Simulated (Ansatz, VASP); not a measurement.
# BN: VASP beside Ansatz

```
B N
1.0
     0.02143    1.78449    1.78449
     1.78449    0.02143    1.78449
     1.78449    1.78449    0.02143
B N
1 1
Cartesian
  0.0008 0.0008 0.0008
  0.8968 0.8968 0.8968
```

Change from the starting cell: strained cell.

Alike in both runs: functional LDA; k mesh 9 × 9 × 9; occupations gaussian, width 0.02 eV; no spin polarisation.

Ansatz relaxed the structure, and its values are those at the end. VASP's run is a single point on that final structure, the one shown.

```csv
,VASP,Ansatz
version,VASP 6.6.1,Ansatz 0.2.0
potentials or method,"VASP PAW LDA potentials, release 64 (B, N), cutoff 600 eV","scalar-relativistic, plane waves, PAW"
valence electrons in the cell,8,8
```

VASP gave:

| Property | Result |
| --- | --- |
| gap on the k mesh at the Fermi level (eV) | 4.52 |
| least direct gap on the mesh (eV) | 8.53 |
| pressure (GPa) | 12.8 |

Problem. What did Ansatz give for the same quantities?

Solution. gap on the k mesh at the Fermi level (eV): 4.53; least direct gap on the mesh (eV): 8.53; pressure (GPa): 11.7.

Ansatz warns that its potentials were made for another functional, while VASP's fit it. LDA's correlation is that of Perdew and Zunger in VASP and of Perdew and Wang (1992) in Ansatz. Ansatz's warnings: stress scf threshold loose.
